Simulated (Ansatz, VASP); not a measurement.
GaGe3: VASP beside Ansatz

INCAR

```
SYSTEM = GaGe3
ALGO     = Normal         ! electronic algorithm
EDIFF    = 1E-7           ! SCF threshold, eV
ENCUT    = 520            ! plane-wave cutoff, eV
GGA      = PS             ! functional
ISIF     = 2              ! what is computed and relaxed
ISMEAR   = -1             ! smearing method
LASPH    = .True.         ! aspherical terms in the spheres
LCHARG   = .False.        ! write CHGCAR
LREAL    = .False.        ! projectors in reciprocal space
LWAVE    = .False.        ! write WAVECAR
NBANDS   = 36             ! bands
NELM     = 100            ! most SCF steps
PREC     = Accurate       ! precision mode
SIGMA    = 0.05           ! smearing width, eV
```

KPOINTS

```
k-points
0
Gamma
  7 7 7
  0 0 0
```

Contents of POSCAR:

```
GaGe3
1.0
    0.0000000000      3.4535989049      3.4535989049
    3.4535989049      0.0000000000      3.4535989049
    3.4535989049      3.4535989049      0.0000000000
Ge Ga
3 1
Direct
    0.5000000000      0.5000000000      0.5000000000
    0.7500000000      0.7500000000      0.7500000000
    0.2500000000      0.2500000000      0.2500000000
    0.0000000000      0.0000000000      0.0000000000
```

File input.yaml:

```yaml
crystal:
  lattice:
    - [0.0, 3.4535989049, 3.4535989049]
    - [3.4535989049, 0.0, 3.4535989049]
    - [3.4535989049, 3.4535989049, 0.0]
  atoms:
    - { symbol: Ge, position: [0.5, 0.5, 0.5] }
    - { symbol: Ge, position: [0.75, 0.75, 0.75] }
    - { symbol: Ge, position: [0.25, 0.25, 0.25] }
    - { symbol: Ga, position: [0.0, 0.0, 0.0] }
kpoints:
  mp_grid: { grid: [7, 7, 7] }
scf:
  occupations: { method: fermi_dirac, width: 0.05 }
hamiltonian:
  xc: pbesol
  pseudopotentials: { kind: all_electron, lapw: { basis_error: 0.001 } }
output:
  forces: true
  stress: true
  eigenvalues: true
```

Change from the starting cell: volume scaled by 1.06.

Alike in both runs: task single point; functional PBEsol; k mesh 7 × 7 × 7; occupations fermi-dirac, width 0.05 eV; no spin polarisation.

```csv
,VASP,Ansatz
version,VASP 6.6.1,Ansatz 0.2.0
potentials or method,"VASP PAW PBE potentials, release 64 (Ge_d, Ga_d), cutoff 520 eV","all-electron LAPW, scalar-relativistic"
```

```tsv
	VASP	Ansatz	Ansatz less VASP
gap on the k mesh at the Fermi level (eV)	none	none	-
pressure (GPa)	-6.7	-6.7	+0.01
```

VASP's potentials were made for PBE, not for PBEsol. A gap of «none» marks a metal or a gap that the smearing closes. Ansatz ran all-electron here, and VASP with PAW potentials.
